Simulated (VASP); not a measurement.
# Be (P6_3/mmc) in VASP: further runs

Be is run at these levels: r2SCAN; tasks: single point.

Everything below comes from runs of VASP 6.6.1. Logs are shortened: lines on timing, memory, paths and dates and some standing lists are left out, and cuts for length are marked.

## (1) The cell of the first run

The structure is hexagonal, space group P6_3/mmc (No. 194). The conventional cell has a = 2.158 Å, b = 2.158 Å, c = 3.422 Å, α = 90.00°, β = 90.00°, γ = 120.00°. Within 2.8 Å of Be (site symmetry -6m2) lie 12 Be at 2.12 to 2.16 Å.

## (2) Single point, r2SCAN

File POSCAR:

```
Be
1.0
    2.1577866140      0.0000000000      0.0000000000
   -1.0788933070      1.8686980237      0.0000000000
    0.0000000000      0.0000000000      3.4221053046
Be
2
Direct
    0.3333333333      0.6666666667      0.2500000000
    0.6666666667      0.3333333333      0.7500000000
```

File INCAR.step1:

```
PREC = Accurate
ENCUT = 520
ISMEAR = -1
SIGMA = 0.1
LREAL = False
LASPH = True
NELM = 80
NBANDS = 9
GGA = PE
ALGO = Normal
EDIFF = 1E-4
LWAVE = True
LCHARG = False
```

File INCAR.step2:

```
PREC = Accurate
ENCUT = 520
EDIFF = 1E-6
ISMEAR = -1
SIGMA = 0.1
LREAL = False
LASPH = True
NELM = 80
ALGO = Normal
ISIF = 2
LWAVE = False
LCHARG = True
METAGGA = R2SCAN
LMIXTAU = True
LELF = True
LVHAR = True
NBANDS = 9
ISTART = 1
```

File KPOINTS:

```
regular mesh
0
Gamma
  21 21 12
```

Potentials or basis: VASP PAW PBE potentials, release 64 (Be).

On the command line:

```sh
cat potpaw_PBE.64/Be/POTCAR > POTCAR
cp INCAR.step1 INCAR
mpirun -np 1 vasp_std > vasp.out
cp INCAR.step2 INCAR
mpirun -np 1 vasp_std > vasp.out
```

OUTCAR:

```text
PREC = Accurate
   ENCUT = 520
   EDIFF = 1E-6
   ISMEAR = -1
   LREAL = False
   LASPH = True
   NELM = 80
   ISIF = 2
   METAGGA = R2SCAN
   ISTART = 1

 ion  position               nearest neighbor table
   1  0.333  0.667  0.250-   2 2.12   2 2.12   2 2.12   2 2.12   2 2.12   2 2.12
   2  0.667  0.333  0.750-   1 2.12   1 2.12   1 2.12   1 2.12   1 2.12   1 2.12

  LATTYP: Found a hexagonal cell.
 ALAT       =     2.1577866140
 C/A-ratio  =     1.5859331420

  Lattice vectors:

 A1 = (   2.1577866140,   0.0000000000,   0.0000000000)
 A2 = (  -1.0788933070,   1.8686980237,   0.0000000000)
 A3 = (   0.0000000000,   0.0000000000,   3.4221053046)

Analysis of symmetry for initial positions (statically):
=====================================================================
 Subroutine PRICEL returns:
 Original cell was already a primitive cell.

 Routine SETGRP: Setting up the symmetry group for a
 hexagonal supercell.

 Subroutine GETGRP returns: Found 24 space group operations
 (whereof 12 operations were pure point group operations)
 out of a pool of 24 trial point group operations.

The static configuration has the point symmetry D_3d.
 The point group associated with its full space group is D_6h.

Analysis of symmetry for dynamics (positions and initial velocities):
=====================================================================
 Subroutine PRICEL returns:
 Original cell was already a primitive cell.

 Routine SETGRP: Setting up the symmetry group for a
 hexagonal supercell.

 Subroutine GETGRP returns: Found 24 space group operations
 (whereof 12 operations were pure point group operations)
 out of a pool of 24 trial point group operations.

The dynamic configuration has the point symmetry D_3d.
 The point group associated with its full space group is D_6h.

 Subroutine INISYM returns: Found 24 space group operations
 (whereof 12 operations are pure point group operations),
 and found     1 'primitive' translations

----------------------------------------------------------------------------------------

                                     Primitive cell

  volume of cell :      13.7988

  direct lattice vectors                    reciprocal lattice vectors
     2.157786614  0.000000000  0.000000000     0.463437855  0.267565970  0.000000000
    -1.078893307  1.868698024  0.000000000     0.000000000  0.535131941  0.000000000
     0.000000000  0.000000000  3.422105305     0.000000000  0.000000000  0.292217776

  length of vectors
     2.157786614  2.157786614  3.422105305     0.535131941  0.535131941  0.292217776

  position of ions in fractional coordinates (direct lattice)
     0.333333333  0.666666667  0.250000000
     0.666666667  0.333333333  0.750000000

  ion indices of the primitive-cell ions
   primitive index   ion index
                 1           1
                 2           2

----------------------------------------------------------------------------------------

 KPOINTS: regular mesh

Automatic generation of k-mesh.
 Grid dimensions read from file:
 generate k-points for:   21   21   12

 Generating k-lattice:

  Cartesian coordinates                     Fractional coordinates (reciprocal lattice)
     0.022068469  0.012741237  0.000000000     0.047619048  0.000000000  0.000000000
     0.000000000  0.025482473  0.000000000     0.000000000  0.047619048  0.000000000
     0.000000000  0.000000000  0.024351481     0.000000000  0.000000000  0.083333333

  Length of vectors
     0.025482473  0.025482473  0.024351481

  Shift w.r.t. Gamma in fractional coordinates (k-lattice)
     0.000000000  0.000000000  0.000000000

 Subroutine IBZKPT returns following result:
 ===========================================

 Found    336 irreducible k-points:

 Following reciprocal coordinates:
            Coordinates               Weight
  0.000000  0.000000  0.000000      1.000000
  0.047619  0.000000  0.000000      6.000000
  0.095238  0.000000  0.000000      6.000000
  0.142857  0.000000  0.000000      6.000000
  0.190476  0.000000  0.000000      6.000000
  0.238095  0.000000  0.000000      6.000000
[... 16 lines left out ...]
  0.142857  0.095238  0.000000     12.000000
  0.190476  0.095238  0.000000     12.000000
 [... further k-points ...]
   k-points           NKPTS =    336   k-points in BZ     NKDIM =    336   number of bands    NBANDS=      9
   number of dos      NEDOS =    301   number of ions     NIONS =      2
   total plane-waves  NPLWV =   7168
   dimension x,y,z NGX =    16 NGY =   16 NGZ =   28
   dimension x,y,z NGXF=    32 NGYF=   32 NGZF=   56
   ions per type =               2
   NGX,Y,Z   is equivalent  to a cutoff of  12.33, 12.33, 13.60 a.u.
   NGXF,Y,Z  is equivalent  to a cutoff of  24.65, 24.65, 27.20 a.u.
 SYSTEM =  unknown system
   PREC   = accura    normal or accurate (medium, high low for compatibility)
   ISTART =      1    job   : 0-new  1-cont  2-samecut
   ICHARG =      0    charge: 1-file 2-atom 10-const
   ISPIN  =      1    spin polarized calculation?
   LNONCOLLINEAR =      F non collinear calculations
   LSORBIT =      F    spin-orbit coupling
   LASPH  =      T    aspherical Exc in radial PAW
   ENCUT  =  520.0 eV  38.22 Ry    6.18 a.u.   4.01  4.01  6.36*2*pi/ulx,y,z
   NELM   =     80;   NELMIN=  2; NELMDL=  0     # of ELM steps
   EDIFF  = 0.1E-05   stopping-criterion for ELM
   LREAL  =      F    real-space projection
   EDIFFG = 0.1E-04   stopping-criterion for IOM
   NSW    =      0    number of steps for IOM
   IBRION =     -1    ionic relax: 0-MD 1-quasi-New 2-CG
   NFREE  =      0    steps in history (QN), initial steepest desc. (CG)
   ISIF   =      2    stress and relaxation
   ISYM   =      2    0-nonsym 1-usesym 2-fastsym
   POTIM  = 0.5000    time-step for ionic-motion
   TEBEG  =    0.0;   TEEND  =   0.0 temperature during run
   PSTRESS=    0.0 pullay stress
   NELECT =       4.0000    total number of electrons
   NUPDOWN=      -1.0000    fix difference up-down
   EMIN   =  10.00;   EMAX   =-10.00  energy-range for DOS
   EFERMI =   0.00;   METHOD = LEGACY
   ISMEAR =    -1;   SIGMA  =   0.10  broadening in eV -4-tet -1-fermi 0-gaus
   EFERMI_NEDOS =   21; number of points for ismear=-14 and -15
   IALGO  =     38    algorithm
   IMIX   =      4    mixing-type and parameters
     AMIX     =   0.40;   BMIX     =  1.00
     AMIX_MAG =   1.60;   BMIX_MAG =  1.00
  volume/ion in A,a.u.               =       6.90        46.56
  Fermi-wavevector in a.u.,A,eV,Ry     =   1.083464  2.047450 15.971802  1.173894
  Thomas-Fermi vector in A             =   2.219531
   LORBIT       =      0    0 simple, 1 ext, 2 COOP (PROOUT), +10 PAW based schemes
   METAGGA = R2SCAN    functional components
   LHFCALC =     F    Hartree Fock is set to
   AEXX    =    0.0000 exact exchange contribution
   IVDW    =     0    specifies the selected vdW correction
   LEPSILON=     F    determine dielectric tensor
   LRPA    =     F    only Hartree local field effects (RPA)
 non-spin polarized calculation
  energy-cutoff  :      520.00
  volume of cell :       13.80
 maximum number of plane-waves:       384
   NGX =  9   NGY =  9   NGZ = 13

 number of electron       4.0000000 magnetization

 Free energy of the ion-electron system (eV)
  ---------------------------------------------------
  ext. energy  EPLUGINS =         0.00000000
  ---------------------------------------------------
  free energy    TOTEN  =        -8.55652002 eV

  energy without entropy =       -8.55080066  energy(sigma->0) =       -8.55366034

 E-fermi :   8.3500     XC(G=0): -11.7463

 val. band max:        8.3259287667   @ k =   0.3333   0.0476   0.0000
 cond. band min:       8.4042488502   @ k =   0.3333   0.2857   0.0833
 fundamental gap:      0.0783200835
 Fermi energy:         8.3500193946

 k-point     1 :       0.0000    0.0000    0.0000
  band No.  band energies     occupation
      1      -4.7405      2.00000
      2       2.9320      2.00000
      3       9.7264      0.00000
      4      27.6605      0.00000
      5      27.6605      0.00000
      6      30.9324      0.00000
      7      30.9324      0.00000
      8      33.2945      0.00000
      9      39.3076      0.00000

 k-point     2 :       0.0476    0.0000    0.0000
  band No.  band energies     occupation
      1      -4.6664      2.00000
      2       3.0323      2.00000
      3       9.7435      0.00000
      4      26.9544      0.00000
      5      27.1053      0.00000
      6      30.9564      0.00000
      7      31.2781      0.00000
      8      33.1587      0.00000
      9      38.1452      0.00000

 k-point     3 :       0.0952    0.0000    0.0000
  band No.  band energies     occupation
      1      -4.4441      2.00000
      2       3.3328      2.00000
      3       9.7911      0.00000
      4      25.1967      0.00000
      5      25.9623      0.00000
      6      30.9824      0.00000
      7      31.7231      0.00000
      8      32.6812      0.00000
      9      36.0959      0.00000

 k-point     4 :       0.1429    0.0000    0.0000
  band No.  band energies     occupation
      1      -4.0732      2.00000
      2       3.8330      2.00000
      3       9.8560      0.00000
      4      22.9712      0.00000
      5      24.7156      0.00000
      6      30.9067      0.00000
      7      31.6638      0.00000
      8      31.7436      0.00000
      9      33.8216      0.00000
[... 205 lines left out ...]
 k-point    22 :       0.0952    0.0952    0.0000
  band No.  band energies     occupation
      1      -3.8502      2.00000
      2       4.1328      2.00000
      3       9.8973      0.00000
      4      22.3310      0.00000
      5      23.3426      0.00000
      6      30.8953      0.00000
      7      31.1295      0.00000
      8      31.2735      0.00000
      9      34.9114      0.00000

 k-point    23 :       0.1429    0.0952    0.0000
  band No.  band energies     occupation
      1      -3.3296      2.00000
      2       4.8310      2.00000
      3       9.9549      0.00000
      4      20.2111      0.00000
      5      22.1010      0.00000
      6      29.5967      0.00000
      7      30.1531      0.00000
      8      30.5860      0.00000
      9      34.2402      0.00000

 k-point    24 :       0.1905    0.0952    0.0000
  band No.  band energies     occupation
      1      -2.6598      2.00000
      2       5.7257      2.00000
      3       9.9428      0.00000
      4      18.1095      0.00000
      5      21.0094      0.00000
      6      27.5396      0.00000
      7      28.6889      0.00000
      8      29.9997      0.00000
      9      33.7438      0.00000

 [... further k-points ...]

------------------------ aborting loop because EDIFF is reached ----------------------------------------

  FORCE on cell =-STRESS in cart. coord.  units (eV):
  Direction    XX          YY          ZZ          XY          YZ          ZX
  --------------------------------------------------------------------------------------
  -------------------------------------------------------------------------------------
  Total        1.8471168      1.8471168      1.8573031      0.0000000     -0.0000000      0.0000000
  in kB      214.4687181    214.4687182    215.6514415      0.0000000     -0.0000000      0.0000000
  external PRESSURE =     214.8629593 kB  Pullay stress =       0.0000000 kB

 VOLUME and BASIS-vectors are now :
 -----------------------------------------------------------------------------
  energy-cutoff  :      520.00
  volume of cell :       13.80
      direct lattice vectors                 reciprocal lattice vectors
     2.157786614  0.000000000  0.000000000     0.463437855  0.267565970  0.000000000
    -1.078893307  1.868698024  0.000000000     0.000000000  0.535131941  0.000000000
     0.000000000  0.000000000  3.422105305     0.000000000  0.000000000  0.292217776

 POSITION                                       TOTAL-FORCE (eV/Angst)
 -----------------------------------------------------------------------------------
     -0.00000      1.24580      0.85553         0.000000     -0.000000      0.000000
      1.07889      0.62290      2.56658        -0.000000      0.000000      0.000000
 -----------------------------------------------------------------------------------
    total drift:                                0.000000     -0.000000      0.000000

  FREE ENERGIE OF THE ION-ELECTRON SYSTEM (eV)
  ---------------------------------------------------
  free  energy   TOTEN  =        -8.5565200249 eV

  energy  without entropy=       -8.5508006552  energy(sigma->0) =       -8.55366034
```

It took 46 s on 1 thread of Intel Xeon 6975P-C (Granite Rapids), shared host; peak memory 0.14 GiB.

What came out:

- Free energy: -8.5565 eV
- Pressure: 21.5 GPa
- Band gap on the k mesh: zero (bands 2 and 3 overlap by 2.37 eV)

Caveat: the cell stands under pressure; the PAW data sets were made with another functional, which shifts forces and pressure a little.

## (3) Single point, r2SCAN

POSCAR is that of step 2.

File INCAR.step1:

```
SYSTEM = Be
PREC = Accurate
ENCUT = 520
ISMEAR = -1
SIGMA = 0.1
LREAL = .False.
LASPH = .True.
NELM = 60
NBANDS = 9
GGA = PE
ALGO = Normal
EDIFF = 1E-4
LWAVE = .True.
LCHARG = .False.
```

File INCAR.step2:

```
SYSTEM = Be
PREC = Accurate
ENCUT = 520
EDIFF = 1E-6
ISMEAR = -1
SIGMA = 0.1
LREAL = .False.
LASPH = .True.
NELM = 60
ALGO = Normal
ISIF = 2
LWAVE = .False.
LCHARG = .False.
METAGGA = R2SCAN
LMIXTAU = .True.
NBANDS = 9
ISTART = 1
```

File KPOINTS:

```
regular mesh
0
Gamma
  21 21 12
  0 0 0
```

Potentials or basis: VASP PAW PBE potentials, release 64 (Be).

On the command line:

```sh
cat potpaw_PBE.64/Be/POTCAR > POTCAR
cp INCAR.step1 INCAR
mpirun -np 1 vasp_std > vasp.out
cp INCAR.step2 INCAR
mpirun -np 1 vasp_std > vasp.out
```

It took 44 s on 1 thread of Intel Xeon 6975P-C (Granite Rapids), shared host; peak memory 0.14 GiB.

It converged, with:

| Item | Value |
| --- | --- |
| Free energy | -8.5565 eV |
| Pressure | 21.5 GPa |
| Band gap on the k mesh | zero (bands 2 and 3 overlap by 2.37 eV) |

Stress tensor (GPa, compression positive):
```
21.45  0.00  0.00
 0.00 21.45  0.00
 0.00  0.00 21.57
```

Levels at points of the mesh, in eV from the Fermi level:
```tsv
k point	band 1	band 2	band 3	band 4	band 5
(0.00, 0.00, 0.00)	-13.09	-5.42	1.38	19.31	19.31
(0.00, 0.00, 0.50)	-10.66	-10.66	12.33	12.33	21.29
```

Caveat: the cell stands under pressure; the PAW data sets were made with another functional, which shifts forces and pressure a little.
